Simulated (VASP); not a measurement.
# Mg (Im-3m) in VASP: single point with PBEsol

Aim: the single point of Mg with PBEsol.

Program: VASP 6.6.1. These are calculated values, not measurements. Logs are shortened: lines on timing, memory, paths and dates and some standing lists are left out, and cuts for length are marked.

### 1 The cell of the first run

Symmetry: Im-3m, No. 229, cubic system. Conventional cell: a = 3.385 Å, b = 3.385 Å, c = 3.385 Å, α = 90.00°, β = 90.00°, γ = 90.00°. Within 3.9 Å of Mg (site symmetry m-3m) lie 14 Mg at 2.93 to 3.38 Å.

### 2 Single point, PBEsol (Cd replaced by Mg, lengths x 0.987, strained)

File INCAR:

```
ALGO = Normal
EDIFF = 1E-6
ENCUT = 520
GGA = PS
ISIF = 2
ISMEAR = 0
LASPH = True
LCHARG = False
LREAL = False
LWAVE = False
NBANDS = 7
NELM = 100
PREC = Accurate
SIGMA = 0.1
```

File KPOINTS:

```
k-points
0
Gamma
  8 8 8
```

File POSCAR:

```
Mg
1.0
   -1.6924711255      1.6924711255      1.6924711255
    1.6924711255     -1.6924711255      1.6924711255
    1.6924711255      1.6924711255     -1.6924711255
Mg
1
Direct
    0.0000000000      0.0000000000      0.0000000000
```

Potentials or basis: VASP PAW PBE potentials, release 64 (Mg).

Started as:

```console
$ cat potpaw_PBE.64/Mg/POTCAR > POTCAR
$ mpirun -np 1 vasp_std > vasp.out
```

OUTCAR:

```text
EDIFF = 1E-6
   ENCUT = 520
   GGA = PS
   ISIF = 2
   ISMEAR = 0
   LASPH = True
   LREAL = False
   NELM = 100
   PREC = Accurate

 ion  position               nearest neighbor table
   1  0.000  0.000  0.000-

  LATTYP: Found a body centered cubic cell.
 ALAT       =     3.3849422510

  Lattice vectors:

 A1 = (  -1.6924711255,   1.6924711255,   1.6924711255)
 A2 = (   1.6924711255,  -1.6924711255,   1.6924711255)
 A3 = (   1.6924711255,   1.6924711255,  -1.6924711255)

Analysis of symmetry for initial positions (statically):
=====================================================================
 Subroutine PRICEL returns:
 Original cell was already a primitive cell.

 Routine SETGRP: Setting up the symmetry group for a
 body centered cubic supercell.

 Subroutine GETGRP returns: Found 48 space group operations
 (whereof 48 operations were pure point group operations)
 out of a pool of 48 trial point group operations.

The static configuration has the point symmetry O_h .

Analysis of symmetry for dynamics (positions and initial velocities):
=====================================================================
 Subroutine PRICEL returns:
 Original cell was already a primitive cell.

 Routine SETGRP: Setting up the symmetry group for a
 body centered cubic supercell.

 Subroutine GETGRP returns: Found 48 space group operations
 (whereof 48 operations were pure point group operations)
 out of a pool of 48 trial point group operations.

The dynamic configuration has the point symmetry O_h .

 Subroutine INISYM returns: Found 48 space group operations
 (whereof 48 operations are pure point group operations),
 and found     1 'primitive' translations

----------------------------------------------------------------------------------------

                                     Primitive cell

  volume of cell :      19.3921

  direct lattice vectors                    reciprocal lattice vectors
    -1.692471126  1.692471126  1.692471126     0.000000000  0.295426015  0.295426015
     1.692471126 -1.692471126  1.692471126     0.295426015  0.000000000  0.295426015
     1.692471126  1.692471126 -1.692471126     0.295426015  0.295426015  0.000000000

  length of vectors
     2.931445980  2.931445980  2.931445980     0.417795477  0.417795477  0.417795477

  position of ions in fractional coordinates (direct lattice)
     0.000000000  0.000000000  0.000000000

  ion indices of the primitive-cell ions
   primitive index   ion index
                 1           1

----------------------------------------------------------------------------------------

 KPOINTS: k-points

Automatic generation of k-mesh.
 Grid dimensions read from file:
 generate k-points for:    8    8    8

 Generating k-lattice:

  Cartesian coordinates                     Fractional coordinates (reciprocal lattice)
     0.000000000  0.036928252  0.036928252     0.125000000  0.000000000  0.000000000
     0.036928252  0.000000000  0.036928252     0.000000000  0.125000000  0.000000000
     0.036928252  0.036928252  0.000000000     0.000000000  0.000000000  0.125000000

  Length of vectors
     0.052224435  0.052224435  0.052224435

  Shift w.r.t. Gamma in fractional coordinates (k-lattice)
     0.000000000  0.000000000  0.000000000

 Subroutine IBZKPT returns following result:
 ===========================================

 Found     29 irreducible k-points:

 Following reciprocal coordinates:
            Coordinates               Weight
  0.000000  0.000000  0.000000      1.000000
  0.125000  0.000000  0.000000     12.000000
  0.250000  0.000000  0.000000     12.000000
  0.375000  0.000000  0.000000     12.000000
  0.500000  0.000000  0.000000      6.000000
  0.125000  0.125000  0.000000     24.000000
[... 16 lines left out ...]
 -0.250000  0.250000  0.250000      6.000000
 -0.375000  0.375000  0.250000     24.000000
 [... further k-points ...]
   k-points           NKPTS =     29   k-points in BZ     NKDIM =     29   number of bands    NBANDS=      7
   number of dos      NEDOS =    301   number of ions     NIONS =      1
   total plane-waves  NPLWV =  13824
   dimension x,y,z NGX =    24 NGY =   24 NGZ =   24
   dimension x,y,z NGXF=    48 NGYF=   48 NGZF=   48
   ions per type =               1
   NGX,Y,Z   is equivalent  to a cutoff of  13.61, 13.61, 13.61 a.u.
   NGXF,Y,Z  is equivalent  to a cutoff of  27.22, 27.22, 27.22 a.u.
 SYSTEM =  unknown system
   PREC   = accura    normal or accurate (medium, high low for compatibility)
   ISTART =      0    job   : 0-new  1-cont  2-samecut
   ICHARG =      2    charge: 1-file 2-atom 10-const
   ISPIN  =      1    spin polarized calculation?
   LNONCOLLINEAR =      F non collinear calculations
   LSORBIT =      F    spin-orbit coupling
   LASPH  =      T    aspherical Exc in radial PAW
   ENCUT  =  520.0 eV  38.22 Ry    6.18 a.u.   5.45  5.45  5.45*2*pi/ulx,y,z
   NELM   =    100;   NELMIN=  2; NELMDL= -5     # of ELM steps
   EDIFF  = 0.1E-05   stopping-criterion for ELM
   LREAL  =      F    real-space projection
   EDIFFG = 0.1E-04   stopping-criterion for IOM
   NSW    =      0    number of steps for IOM
   IBRION =     -1    ionic relax: 0-MD 1-quasi-New 2-CG
   NFREE  =      0    steps in history (QN), initial steepest desc. (CG)
   ISIF   =      2    stress and relaxation
   ISYM   =      2    0-nonsym 1-usesym 2-fastsym
   POTIM  = 0.5000    time-step for ionic-motion
   TEBEG  =    0.0;   TEEND  =   0.0 temperature during run
   PSTRESS=    0.0 pullay stress
   NELECT =       2.0000    total number of electrons
   NUPDOWN=      -1.0000    fix difference up-down
   EMIN   =  10.00;   EMAX   =-10.00  energy-range for DOS
   EFERMI =   0.00;   METHOD = LEGACY
   ISMEAR =     0;   SIGMA  =   0.10  broadening in eV -4-tet -1-fermi 0-gaus
   EFERMI_NEDOS =   21; number of points for ismear=-14 and -15
   IALGO  =     38    algorithm
   IMIX   =      4    mixing-type and parameters
     AMIX     =   0.40;   BMIX     =  1.00
     AMIX_MAG =   1.60;   BMIX_MAG =  1.00
  volume/ion in A,a.u.               =      19.39       130.86
  Fermi-wavevector in a.u.,A,eV,Ry     =   0.767733  1.450805  8.019465  0.589414
  Thomas-Fermi vector in A             =   1.868353
   LORBIT       =      0    0 simple, 1 ext, 2 COOP (PROOUT), +10 PAW based schemes
   GGA     = PS    functional components
   LHFCALC =     F    Hartree Fock is set to
   AEXX    =    0.0000 exact exchange contribution
   IVDW    =     0    specifies the selected vdW correction
   LEPSILON=     F    determine dielectric tensor
   LRPA    =     F    only Hartree local field effects (RPA)
 non-spin polarized calculation
 Gauss-broadening in eV      SIGMA  =   0.10
  energy-cutoff  :      520.00
  volume of cell :       19.39
 maximum number of plane-waves:       535
 NGX is ok and might be reduce to    24
   NGX = 11   NGY = 11   NGZ = 11

 number of electron       2.0000000 magnetization

 Free energy of the ion-electron system (eV)
  ---------------------------------------------------
  ext. energy  EPLUGINS =         0.00000000
  ---------------------------------------------------
  free energy    TOTEN  =        -1.63156099 eV

  energy without entropy =       -1.62958170  energy(sigma->0) =       -1.63057135

 E-fermi :   3.4084     XC(G=0):  -9.0838

 val. band max:        3.4075192509   @ k =   0.3750   0.1250   0.1250
 cond. band min:       3.7271747617   @ k =   0.3750   0.2500   0.0000
 fundamental gap:      0.3196555109
 Fermi energy:         3.4083612999

 k-point     1 :       0.0000    0.0000    0.0000
  band No.  band energies     occupation
      1      -4.1542      2.00000
      2      17.7242      0.00000
      3      17.7242      0.00000
      4      17.7242      0.00000
      5      19.9384      0.00000
      6      19.9384      0.00000
      7      21.0816      0.00000

 k-point     2 :       0.1250    0.0000    0.0000
  band No.  band energies     occupation
      1      -3.7430      2.00000
      2      14.3441      0.00000
      3      16.1883      0.00000
      4      16.6935      0.00000
      5      18.0191      0.00000
      6      18.7062      0.00000
      7      21.2090      0.00000

 k-point     3 :       0.2500    0.0000    0.0000
  band No.  band energies     occupation
      1      -2.5221      2.00000
      2       9.7440      0.00000
      3      14.3484      0.00000
      4      15.3824      0.00000
      5      16.2922      0.00000
      6      17.7779      0.00000
      7      22.1871      0.00000

 k-point     4 :       0.3750    0.0000    0.0000
  band No.  band energies     occupation
      1      -0.5310      2.00000
      2       5.6932      0.00000
      3      13.1827      0.00000
      4      14.5501      0.00000
      5      15.2563      0.00000
      6      16.8979      0.00000
      7      23.5593      0.00000

 k-point     5 :       0.5000    0.0000    0.0000
  band No.  band energies     occupation
      1       1.8137      2.00000
      2       2.6626      2.00000
      3      12.7891      0.00000
      4      14.2707      0.00000
      5      14.9125      0.00000
      6      16.5577      0.00000
      7      24.5385      0.00000

 k-point     6 :       0.1250    0.1250    0.0000
  band No.  band energies     occupation
      1      -2.9270      2.00000
      2      11.8359      0.00000
      3      12.7047      0.00000
      4      15.4761      0.00000
      5      17.8828      0.00000
      6      19.1219      0.00000
      7      21.6744      0.00000

 k-point     7 :       0.2500    0.1250    0.0000
  band No.  band energies     occupation
      1      -1.3204      2.00000
      2       7.8611      0.00000
      3      10.9374      0.00000
      4      14.2273      0.00000
      5      17.0842      0.00000
      6      19.5623      0.00000
      7      21.2562      0.00000

 k-point     8 :       0.3750    0.1250    0.0000
  band No.  band energies     occupation
      1       1.0092      2.00000
      2       4.1982      0.00000
      3      10.1727      0.00000
      4      13.5631      0.00000
      5      16.4531      0.00000
      6      19.4886      0.00000
      7      22.4513      0.00000

 k-point     9 :       0.2500    0.2500    0.0000
  band No.  band energies     occupation
      1       0.6353      2.00000
      2       6.2448      0.00000
      3       7.5194      0.00000
      4      13.2090      0.00000
      5      18.3077      0.00000
      6      19.7183      0.00000
      7      23.4354      0.00000

 k-point    10 :       0.3750    0.2500    0.0000
  band No.  band energies     occupation
      1       2.9146      2.00000
      2       3.7272      0.00001
      3       6.7113      0.00000
      4      12.8552      0.00000
      5      18.4771      0.00000
      6      20.9133      0.00000
      7      22.0235      0.00000

 k-point    11 :       0.1250    0.1250    0.1250
  band No.  band energies     occupation
      1      -1.7190      2.00000
      2       9.9584      0.00000
      3       9.9584      0.00000
      4      12.1798      0.00000
      5      21.2130      0.00000
      6      21.2130      0.00000
      7      22.6552      0.00000
[... 51 lines left out ...]
 k-point    17 :      -0.3750    0.3750    0.1250
  band No.  band energies     occupation
      1      -0.1385      2.00000
      2       6.0523      0.00000
      3      11.3339      0.00000
      4      13.1881      0.00000
      5      17.1239      0.00000
      6      18.1482      0.00000
      7      19.9555      0.00000

 k-point    18 :      -0.2500    0.3750    0.1250
  band No.  band energies     occupation
      1      -0.5291      2.00000
      2       8.1187      0.00000
      3       9.2914      0.00000
      4      14.1663      0.00000
      5      16.0853      0.00000
      6      17.6823      0.00000
      7      22.4947      0.00000

 k-point    19 :       0.5000    0.5000    0.1250
  band No.  band energies     occupation
      1       2.1813      2.00000
      2       3.0563      2.00000
      3      10.9815      0.00000
      4      12.8479      0.00000
      5      16.8148      0.00000
      6      18.7998      0.00000
      7      20.1862      0.00000

 k-point    20 :      -0.3750    0.5000    0.1250
  band No.  band energies     occupation
      1       1.7720      2.00000
      2       4.9063      0.00000
      3       8.1455      0.00000
      4      14.1197      0.00000
      5      16.8496      0.00000
      6      17.4299      0.00000
      7      20.3856      0.00000

 k-point    21 :      -0.3750   -0.3750    0.1250
  band No.  band energies     occupation
      1       4.0248      0.00000
      2       4.0248      0.00000
      3       5.7413      0.00000
      4      16.0675      0.00000
      5      16.0675      0.00000
      6      16.6145      0.00000
      7      19.0333      0.00000

 k-point    22 :       0.2500    0.2500    0.2500
  band No.  band energies     occupation
      1       4.7540      0.00000
      2       4.7540      0.00000
      3       4.7540      0.00000
      4       7.6155      0.00000
      5      25.9308      0.00000
      6      25.9308      0.00000
      7      27.5795      0.00000

 k-point    23 :      -0.2500    0.2500    0.2500
  band No.  band energies     occupation
      1      -0.9227      2.00000
      2      10.6721      0.00000
      3      10.6721      0.00000
      4      10.8462      0.00000
      5      14.1670      0.00000
      6      20.9296      0.00000
      7      22.4439      0.00000

 k-point    24 :      -0.3750    0.3750    0.2500
  band No.  band energies     occupation
      1       1.0270      2.00000
      2       7.0828      0.00000
      3       9.6398      0.00000
      4      10.9379      0.00000
      5      14.1051      0.00000
      6      19.5390      0.00000
      7      20.9519      0.00000

 [... further k-points ...]
[... 5 lines left out ...]
  --------------------------------------------------------------------------------------
  -------------------------------------------------------------------------------------
  Total        0.8531469      0.8531469      0.8531469     -0.0000000      0.0000000      0.0000000
  in kB       70.4872592     70.4872592     70.4872592     -0.0000000      0.0000000      0.0000000
  external PRESSURE =      70.4872592 kB  Pullay stress =       0.0000000 kB

 VOLUME and BASIS-vectors are now :
 -----------------------------------------------------------------------------
  energy-cutoff  :      520.00
  volume of cell :       19.39
      direct lattice vectors                 reciprocal lattice vectors
    -1.692471126  1.692471126  1.692471126     0.000000000  0.295426015  0.295426015
     1.692471126 -1.692471126  1.692471126     0.295426015  0.000000000  0.295426015
     1.692471126  1.692471126 -1.692471126     0.295426015  0.295426015  0.000000000

 POSITION                                       TOTAL-FORCE (eV/Angst)
 -----------------------------------------------------------------------------------
      0.00000      0.00000      0.00000        -0.000000      0.000000      0.000000
 -----------------------------------------------------------------------------------
    total drift:                                0.000000      0.000000      0.000000

  FREE ENERGIE OF THE ION-ELECTRON SYSTEM (eV)
  ---------------------------------------------------
  free  energy   TOTEN  =        -1.6315609924 eV

  energy  without entropy=       -1.6295817041  energy(sigma->0) =       -1.63057135
```

Wall time 2.3 s (1 thread of Intel Xeon 6975P-C (Granite Rapids), shared host); peak memory 0.13 GiB.

What came out:

* Free energy: -1.6316 eV
* Pressure: 7.0 GPa
* Band gap on the k mesh: zero (band 1 reaches 7.59 eV, above the bottom of band 2 at 2.66 eV)

Caveat: the cell differs from its parent crystal (Cd replaced by Mg, lengths x 0.987, strained); the PAW data sets were made with another functional, which shifts forces and pressure a little.
